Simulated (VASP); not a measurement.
BaS, 2 atoms in the cell. The structure is cubic, space group Fm-3m (No. 225). Conventional cell: a = 6.191 Å, b = 6.191 Å, c = 6.191 Å, α = 90.00°, β = 90.00°, γ = 90.00°. Ba (site symmetry m-3m) has 6 S at 3.10 Å within 4.1 Å. S (site symmetry m-3m) has 6 Ba at 3.10 Å within 4.1 Å. 

| Property | Result |
| --- | --- |
| Program | VASP 6.6.1 |
| Task | single point |
| Functional | PBE |
| Potentials or basis | VASP PAW PBE potentials, release 64 (Ba_sv, S) |
| Cutoff | 500 eV |
| k mesh | 2 × 2 × 2 |
| Occupations | gaussian, width 0.01 eV |
| Spin | no spin polarisation |
| Dipole correction | no |
| Further INCAR settings | ALGO = Normal; EDIFF = 1e-06; NBANDS = 15 |

Potentials or basis: VASP PAW PBE potentials, release 64 (Ba_sv, S).

The run is started by

```console
$ cat potpaw_PBE.64/Ba_sv/POTCAR potpaw_PBE.64/S/POTCAR > POTCAR
$ mpirun -np 1 vasp_std > vasp.out
```

Hardware: 1 thread of Intel(R) Xeon(R) Platinum 8375C CPU @ 2.90GHz (Ice Lake), on a shared host.

Q: How long does it take, and how much memory?

A: It took 6.8 s on 1 thread of Intel(R) Xeon(R) Platinum 8375C CPU @ 2.90GHz (Ice Lake), with other jobs on the host, peak memory 0.17 GiB. Counts: scf iterations 13, k points 3.
